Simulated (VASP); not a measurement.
# Bi2O (antifluorite type) (Fm-3m) in VASP: notebook

Bi2O (antifluorite type) is run at these levels: PBE; tasks: single point.

All numbers are computed with VASP 6.6.1; they aren't measurements. Logs are shortened: lines on timing, memory, paths and dates and some standing lists are left out, and cuts for length are marked.

## 1. The cell of the first run

Symmetry: Fm-3m, No. 225, cubic system. Conventional cell: a = 6.605 Å, b = 6.605 Å, c = 6.605 Å, α = 90.00°, β = 90.00°, γ = 90.00°. Within 3.8 Å of Bi (site symmetry -43m) lie 4 O at 2.86 Å and 6 Bi at 3.30 Å. Within 3.8 Å of O (site symmetry m-3m) lie 8 Bi at 2.86 Å.

## 2. Single point, PBE

Contents of INCAR:

```
SYSTEM = Bi2O
PREC = Accurate ; ENCUT = 520
EDIFF = 1E-6 ; ISMEAR = -1
SIGMA = 0.06122561905347299 ; LREAL = .FALSE.
LASPH = .TRUE. ; NELM = 80
ALGO = Normal ; ISIF = 2
LWAVE = .FALSE. ; LCHARG = .FALSE.
GGA = PE ; NBANDS = 25
```

Contents of KPOINTS:

```
Automatic mesh
0
G
  29 29 29
  0 0 0
```

Contents of POSCAR:

```
Bi2O
1.0
    0.0000000000      3.3024907853      3.3024907853
    3.3024907853      0.0000000000      3.3024907853
    3.3024907853      3.3024907853      0.0000000000
Bi O
2 1
Direct
    0.2500000000      0.2500000000      0.2500000000
    0.7500000000      0.7500000000      0.7500000000
    0.0000000000      0.0000000000      0.0000000000
```

Potentials or basis: VASP PAW PBE potentials, release 64 (Bi_d, O).

Started as:

```bash
$ cat potpaw_PBE.64/Bi_d/POTCAR potpaw_PBE.64/O/POTCAR > POTCAR
$ mpirun -np 1 vasp_std > vasp.out
```

OUTCAR:

```text
SYSTEM = Bi2O
   PREC = Accurate
   ENCUT = 520
   EDIFF = 1E-6
   ISMEAR = -1
   LREAL = .FALSE.
   LASPH = .TRUE.
   NELM = 80
   ISIF = 2
   GGA = PE

 ion  position               nearest neighbor table
   1  0.250  0.250  0.250-   3 2.86   3 2.86   3 2.86   3 2.86   2 3.30   2 3.30   2 3.30   2 3.30
                             2 3.30   2 3.30
   2  0.750  0.750  0.750-   3 2.86   3 2.86   3 2.86   3 2.86   1 3.30   1 3.30   1 3.30   1 3.30
                             1 3.30   1 3.30
   3  0.000  0.000  0.000-   2 2.86   2 2.86   2 2.86   1 2.86   2 2.86   1 2.86   1 2.86   1 2.86

  LATTYP: Found a face centered cubic cell.
 ALAT       =     6.6049815706

  Lattice vectors:

 A1 = (   0.0000000000,   3.3024907853,   3.3024907853)
 A2 = (   3.3024907853,   0.0000000000,   3.3024907853)
 A3 = (   3.3024907853,   3.3024907853,   0.0000000000)

Analysis of symmetry for initial positions (statically):
=====================================================================
 Subroutine PRICEL returns:
 Original cell was already a primitive cell.

 Routine SETGRP: Setting up the symmetry group for a
 face centered cubic supercell.

 Subroutine GETGRP returns: Found 48 space group operations
 (whereof 48 operations were pure point group operations)
 out of a pool of 48 trial point group operations.

The static configuration has the point symmetry O_h .

Analysis of symmetry for dynamics (positions and initial velocities):
=====================================================================
 Subroutine PRICEL returns:
 Original cell was already a primitive cell.

 Routine SETGRP: Setting up the symmetry group for a
 face centered cubic supercell.

 Subroutine GETGRP returns: Found 48 space group operations
 (whereof 48 operations were pure point group operations)
 out of a pool of 48 trial point group operations.

The dynamic configuration has the point symmetry O_h .

 Subroutine INISYM returns: Found 48 space group operations
 (whereof 48 operations are pure point group operations),
 and found     1 'primitive' translations

----------------------------------------------------------------------------------------

                                     Primitive cell

  volume of cell :      72.0369

  direct lattice vectors                    reciprocal lattice vectors
     0.000000000  3.302490785  3.302490785    -0.151400877  0.151400877  0.151400877
     3.302490785  0.000000000  3.302490785     0.151400877 -0.151400877  0.151400877
     3.302490785  3.302490785  0.000000000     0.151400877  0.151400877 -0.151400877

  length of vectors
     4.670427258  4.670427258  4.670427258     0.262234011  0.262234011  0.262234011

  position of ions in fractional coordinates (direct lattice)
     0.250000000  0.250000000  0.250000000
     0.750000000  0.750000000  0.750000000
     0.000000000  0.000000000  0.000000000

  ion indices of the primitive-cell ions
   primitive index   ion index
                 1           1
                 2           2
                 3           3

----------------------------------------------------------------------------------------

 KPOINTS: Automatic mesh

Automatic generation of k-mesh.
 Grid dimensions read from file:
 generate k-points for:   29   29   29

 Generating k-lattice:

  Cartesian coordinates                     Fractional coordinates (reciprocal lattice)
    -0.005220720  0.005220720  0.005220720     0.034482759  0.000000000  0.000000000
     0.005220720 -0.005220720  0.005220720     0.000000000  0.034482759  0.000000000
     0.005220720  0.005220720 -0.005220720     0.000000000  0.000000000  0.034482759

  Length of vectors
     0.009042552  0.009042552  0.009042552

  Shift w.r.t. Gamma in fractional coordinates (k-lattice)
     0.000000000  0.000000000  0.000000000

 Subroutine IBZKPT returns following result:
 ===========================================

 Found    680 irreducible k-points:

 Following reciprocal coordinates:
            Coordinates               Weight
  0.000000  0.000000  0.000000      1.000000
  0.034483  0.000000  0.000000      8.000000
  0.068966  0.000000  0.000000      8.000000
  0.103448  0.000000  0.000000      8.000000
  0.137931  0.000000  0.000000      8.000000
  0.172414  0.000000  0.000000      8.000000
[... 16 lines left out ...]
  0.275862  0.034483  0.000000     24.000000
  0.310345  0.034483  0.000000     24.000000
 [... further k-points ...]
   k-points           NKPTS =    680   k-points in BZ     NKDIM =    680   number of bands    NBANDS=     25
   number of dos      NEDOS =    301   number of ions     NIONS =      3
   total plane-waves  NPLWV =  46656
   dimension x,y,z NGX =    36 NGY =   36 NGZ =   36
   dimension x,y,z NGXF=    72 NGYF=   72 NGZF=   72
   ions per type =               2   1
   NGX,Y,Z   is equivalent  to a cutoff of  12.81, 12.81, 12.81 a.u.
   NGXF,Y,Z  is equivalent  to a cutoff of  25.63, 25.63, 25.63 a.u.
 SYSTEM =  Bi2O
   PREC   = accura    normal or accurate (medium, high low for compatibility)
   ISTART =      0    job   : 0-new  1-cont  2-samecut
   ICHARG =      2    charge: 1-file 2-atom 10-const
   ISPIN  =      1    spin polarized calculation?
   LNONCOLLINEAR =      F non collinear calculations
   LSORBIT =      F    spin-orbit coupling
   LASPH  =      T    aspherical Exc in radial PAW
   ENCUT  =  520.0 eV  38.22 Ry    6.18 a.u.   8.68  8.68  8.68*2*pi/ulx,y,z
   NELM   =     80;   NELMIN=  2; NELMDL= -5     # of ELM steps
   EDIFF  = 0.1E-05   stopping-criterion for ELM
   LREAL  =      F    real-space projection
   EDIFFG = 0.1E-04   stopping-criterion for IOM
   NSW    =      0    number of steps for IOM
   IBRION =     -1    ionic relax: 0-MD 1-quasi-New 2-CG
   NFREE  =      0    steps in history (QN), initial steepest desc. (CG)
   ISIF   =      2    stress and relaxation
   ISYM   =      2    0-nonsym 1-usesym 2-fastsym
   POTIM  = 0.5000    time-step for ionic-motion
   TEBEG  =    0.0;   TEEND  =   0.0 temperature during run
   PSTRESS=    0.0 pullay stress
   NELECT =      36.0000    total number of electrons
   NUPDOWN=      -1.0000    fix difference up-down
   EMIN   =  10.00;   EMAX   =-10.00  energy-range for DOS
   EFERMI =   0.00;   METHOD = LEGACY
   ISMEAR =    -1;   SIGMA  =   0.06  broadening in eV -4-tet -1-fermi 0-gaus
   EFERMI_NEDOS =   21; number of points for ismear=-14 and -15
   IALGO  =     38    algorithm
   IMIX   =      4    mixing-type and parameters
     AMIX     =   0.40;   BMIX     =  1.00
     AMIX_MAG =   1.60;   BMIX_MAG =  1.00
  volume/ion in A,a.u.               =      24.01       162.04
  Fermi-wavevector in a.u.,A,eV,Ry     =   1.299144  2.455027 22.963585  1.687776
  Thomas-Fermi vector in A             =   2.430427
   LORBIT       =      0    0 simple, 1 ext, 2 COOP (PROOUT), +10 PAW based schemes
   GGA     = PE    functional components
   LHFCALC =     F    Hartree Fock is set to
   AEXX    =    0.0000 exact exchange contribution
   IVDW    =     0    specifies the selected vdW correction
   LEPSILON=     F    determine dielectric tensor
   LRPA    =     F    only Hartree local field effects (RPA)
 non-spin polarized calculation
  energy-cutoff  :      520.00
  volume of cell :       72.04
 maximum number of plane-waves:      1964
   NGX = 17   NGY = 17   NGZ = 17

 number of electron      35.9999996 magnetization

 Free energy of the ion-electron system (eV)
  ---------------------------------------------------
  ext. energy  EPLUGINS =         0.00000000
  ---------------------------------------------------
  free energy    TOTEN  =       -12.30677763 eV

  energy without entropy =      -12.27701887  energy(sigma->0) =      -12.29189825

 E-fermi :   6.7468     XC(G=0): -10.2303

 val. band max:        6.7450519873   @ k =  -0.4483   0.4138   0.0690
 cond. band min:       6.7471380741   @ k =   0.4138   0.2759   0.0000
 fundamental gap:      0.0020860868
 Fermi energy:         6.7468274700

 k-point     1 :       0.0000    0.0000    0.0000
  band No.  band energies     occupation
      1     -16.4271      2.00000
      2     -16.4271      2.00000
      3     -16.2878      2.00000
      4     -16.2878      2.00000
      5     -16.2878      2.00000
      6     -16.1377      2.00000
[... 17 lines left out ...]
     24      14.2280      0.00000
     25      14.2280      0.00000

 k-point     2 :       0.0345    0.0000    0.0000
  band No.  band energies     occupation
      1     -16.4260      2.00000
      2     -16.4260      2.00000
      3     -16.2875      2.00000
      4     -16.2873      2.00000
      5     -16.2873      2.00000
      6     -16.1382      2.00000
[... 17 lines left out ...]
     24      14.2792      0.00000
     25      14.2792      0.00000

 k-point     3 :       0.0690    0.0000    0.0000
  band No.  band energies     occupation
      1     -16.4229      2.00000
      2     -16.4229      2.00000
      3     -16.2865      2.00000
      4     -16.2859      2.00000
      5     -16.2859      2.00000
      6     -16.1394      2.00000
[... 17 lines left out ...]
     24      14.4230      0.00000
     25      14.4230      0.00000

 k-point     4 :       0.1034    0.0000    0.0000
  band No.  band energies     occupation
      1     -16.4176      2.00000
      2     -16.4176      2.00000
      3     -16.2849      2.00000
      4     -16.2835      2.00000
      5     -16.2835      2.00000
      6     -16.1416      2.00000
[... 17 lines left out ...]
     24      14.6286      0.00000
     25      14.6291      0.00000
[... 477 lines left out ...]
 k-point    22 :       0.2414    0.0345    0.0000
  band No.  band energies     occupation
      1     -16.3892      2.00000
      2     -16.3727      2.00000
      3     -16.2752      2.00000
      4     -16.2666      2.00000
      5     -16.2647      2.00000
      6     -16.1582      2.00000
[... 17 lines left out ...]
     24      15.1985      0.00000
     25      15.2570      0.00000

 k-point    23 :       0.2759    0.0345    0.0000
  band No.  band energies     occupation
      1     -16.3763      2.00000
      2     -16.3579      2.00000
      3     -16.2704      2.00000
      4     -16.2607      2.00000
      5     -16.2584      2.00000
      6     -16.1642      2.00000
[... 17 lines left out ...]
     24      15.2789      0.00000
     25      15.3641      0.00000

 k-point    24 :       0.3103    0.0345    0.0000
  band No.  band energies     occupation
      1     -16.3618      2.00000
      2     -16.3417      2.00000
      3     -16.2648      2.00000
      4     -16.2542      2.00000
      5     -16.2516      2.00000
      6     -16.1708      2.00000
[... 17 lines left out ...]
     24      15.3656      0.00000
     25      15.4607      0.00000

 [... further k-points ...]

------------------------ aborting loop because EDIFF is reached ----------------------------------------

  FORCE on cell =-STRESS in cart. coord.  units (eV):
  Direction    XX          YY          ZZ          XY          YZ          ZX
  --------------------------------------------------------------------------------------
  -------------------------------------------------------------------------------------
  Total       -1.1508802     -1.1508802     -1.1508802     -0.0000000      0.0000000      0.0000000
  in kB      -25.5968113    -25.5968113    -25.5968113     -0.0000000      0.0000000      0.0000000
  external PRESSURE =     -25.5968113 kB  Pullay stress =       0.0000000 kB

 VOLUME and BASIS-vectors are now :
 -----------------------------------------------------------------------------
  energy-cutoff  :      520.00
  volume of cell :       72.04
      direct lattice vectors                 reciprocal lattice vectors
     0.000000000  3.302490785  3.302490785    -0.151400877  0.151400877  0.151400877
     3.302490785  0.000000000  3.302490785     0.151400877 -0.151400877  0.151400877
     3.302490785  3.302490785  0.000000000     0.151400877  0.151400877 -0.151400877

 POSITION                                       TOTAL-FORCE (eV/Angst)
 -----------------------------------------------------------------------------------
      1.65125      1.65125      1.65125        -0.000000     -0.000000     -0.000000
      4.95374      4.95374      4.95374         0.000000      0.000000      0.000000
      0.00000      0.00000      0.00000         0.000000     -0.000000     -0.000000
 -----------------------------------------------------------------------------------
    total drift:                                0.000000      0.000000      0.000000

  FREE ENERGIE OF THE ION-ELECTRON SYSTEM (eV)
  ---------------------------------------------------
  free  energy   TOTEN  =       -12.3067776265 eV

  energy  without entropy=      -12.2770188666  energy(sigma->0) =      -12.29189825
```

Wall time 28 min (1 thread of Oxide Virtual Turin-like, shared host); peak memory 0.97 GiB.

Results:

```
Free energy            : -12.3068 eV
Pressure               : -2.6 GPa
Band gap on the k mesh : zero (bands 18 and 19 overlap by 1.80 eV)
```

Caveat: spin-orbit coupling is left out, which moves the levels of the heavy elements.

## 3. Single point, PBE

This run uses another cell than the first one, of 24.47 Å³/atom.

Contents of INCAR:

```
ALGO = Normal
EDIFF = 1E-6
ENCUT = 520
GGA = PE
ISIF = 2
ISMEAR = -1
LASPH = True
LCHARG = True
LELF = True
LREAL = False
LVHAR = True
LWAVE = False
NBANDS = 25
NELM = 60
PREC = Accurate
SIGMA = 0.06122561905347299
```

Contents of KPOINTS:

```
k-points
0
Gamma
  29 29 29
```

Contents of POSCAR:

```
Bi2O
1.0
    0.0000000000      3.3235263256      3.3235263256
    3.3235263256      0.0000000000      3.3235263256
    3.3235263256      3.3235263256      0.0000000000
Bi O
2 1
Direct
    0.2500000000      0.2500000000      0.2500000000
    0.7500000000      0.7500000000      0.7500000000
    0.0000000000      0.0000000000      0.0000000000
```

Potentials or basis: VASP PAW PBE potentials, release 64 (Bi_d, O).

Started as:

```bash
$ cat potpaw_PBE.64/Bi_d/POTCAR potpaw_PBE.64/O/POTCAR > POTCAR
$ mpirun -np 1 vasp_std > vasp.out
```

Wall time 33 min (1 thread of Oxide Virtual Turin-like, shared host); peak memory 0.98 GiB.

The run converged. Its results:

```yaml
Free_energy: -12.2811 eV
Pressure: -3.6 GPa
Band_gap_on_the_k_mesh: zero (bands 18 and 19 overlap by 1.76 eV)
```

Levels at points of the mesh, in eV from the Fermi level:
| k point | band 16 | band 17 | band 18 | band 19 | band 20 | band 21 |
| --- | --- | --- | --- | --- | --- | --- |
| (0.00, 0.00, 0.00) | -2.71 | -1.39 | -1.39 | -1.39 | 3.37 | 3.37 |

Caveat: the cell stands under tension; spin-orbit coupling is left out, which moves the levels of the heavy elements.
